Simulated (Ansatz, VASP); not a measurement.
# CdTe: VASP beside Ansatz

File POSCAR:

```
CdTe
1.0
    3.2050000000      3.2050000000      0.0000000000
   -3.2050000000      3.2050000000      0.0000000000
    0.0000000000      3.2050000000      3.2050000000
Cd Te
1 1
Direct
    0.0000000000      0.0000000000      0.0000000000
    0.7500000000      0.2500000000      0.5000000000
```

File INCAR.step1:

```
SYSTEM = CdTe
ALGO = Normal
EDIFF = 1E-4
ENCUT = 600
GGA = PE
ISMEAR = -1
LASPH = .True.
LCHARG = .False.
LREAL = .False.
LWAVE = .True.
NELM = 60
PREC = Accurate
SIGMA = 0.08
```

INCAR.step2

```
SYSTEM = CdTe
ALGO = Normal
EDIFF = 1E-6
EDIFFG = -0.002
ENCUT = 600
IBRION = 2
ISIF = 3
ISMEAR = -1
ISTART = 1
LASPH = .True.
LCHARG = .False.
LMIXTAU = .True.
LREAL = .False.
LWAVE = .False.
METAGGA = R2SCAN
NELM = 60
NSW = 100
PREC = Accurate
SIGMA = 0.08
```

KPOINTS

```
k-points
0
Gamma
  10 10 10
  0 0 0
```

Input for Ansatz:

```yaml
crystal:
  lattice:
    - [3.205, 3.205, 0.0]
    - [-3.205, 3.205, 0.0]
    - [0.0, 3.205, 3.205]
  atoms:
    - { symbol: Cd, position: [0.0, 0.0, 0.0] }
    - { symbol: Te, position: [0.75, 0.25, 0.5] }
kpoints:
  mp_grid: { grid: [10, 10, 10] }
scf:
  occupations: { method: fermi_dirac, width: 0.08 }
hamiltonian:
  xc: r2scan
  pseudopotentials: { kind: paw }
relax:
  f_tol: 0.002
  max_steps: 80
  cell: {}
output:
  forces: true
  stress: true
  write_density: true
  write_potential: true
  elf: true
  volumetric_format: npy
```

Alike in both runs: task relaxation of cell and atoms; functional r2SCAN; k mesh 10 × 10 × 10; occupations fermi-dirac, width 0.08 eV; no spin polarisation.

|  | VASP | Ansatz |
| --- | --- | --- |
| version | VASP 6.6.1 | Ansatz 0.2.0 |
| potentials or method | VASP PAW PBE potentials, release 64 (Cd, Te) | PAW with Ansatz's default frozen-core files, scalar-relativistic |
| plane-wave cutoff (eV) | 600 | 500 |
| valence electrons in the cell | 18 | 36 |

```csv
,VASP,Ansatz,Ansatz less VASP
relaxed volume (Å³/atom),35.31,35.22,-0.092
relaxed cell length with the largest relative difference (Å),4.640,4.636,-0.0040
```

VASP's potentials were made for PBE, not for r2SCAN. VASP's potentials hold 18 valence electrons a cell and Ansatz's 36, so a difference there can come from the potentials and not from the codes.

Neither program's run includes spin-orbit coupling.
